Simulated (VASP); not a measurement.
BAs5, 6 atoms in the cell. Symmetry: P6/mmm, No. 191, hexagonal system. The conventional cell has a = 5.380 Å, b = 5.380 Å, c = 6.969 Å, α = 90.00°, β = 90.00°, γ = 120.00°. Within 2.5 Å of B (site symmetry 6/mmm) lie 2 As at 1.89 Å. As (site symmetry mmm) has 8 As at 2.69 to 3.13 Å within 3.5 Å. As (site symmetry 6mm) has 1 B at 1.89 Å within 2.5 Å. The cell was generated, and may not be a known phase.

| Quantity | Value |
| --- | --- |
| Program | VASP 6.6.1 |
| Task | relaxation of cell and atoms |
| Functional | PBE |
| Potentials or basis | VASP PAW PBE potentials, release 64 (B, As) |
| Cutoff | 600 eV |
| k mesh | 12 × 12 × 6 |
| Occupations | gaussian, width 0.1 eV |
| Spin | no spin polarisation |
| Dipole correction | no |
| Further INCAR settings | ALGO = Normal; EDIFF = 1e-06; IBRION = 2; EDIFFG = -0.01; NSW = 100; ISIF = 3 |

Potentials or basis: VASP PAW PBE potentials, release 64 (B, As).

Launch:

```bash
$ cat potpaw_PBE.64/B/POTCAR potpaw_PBE.64/As/POTCAR > POTCAR
$ mpirun -np 1 vasp_std > vasp.out
```

Hardware: 1 thread of Intel(R) Xeon(R) 6975P-C (Granite Rapids), with other jobs on the host.

Q: How long does it take, and how much memory?

A: Wall time 9.7 min on 1 thread of Intel(R) Xeon(R) 6975P-C (Granite Rapids), on a shared host, peak memory 0.54 GiB. Counts: scf iterations 46, k points 76, ion steps 7.
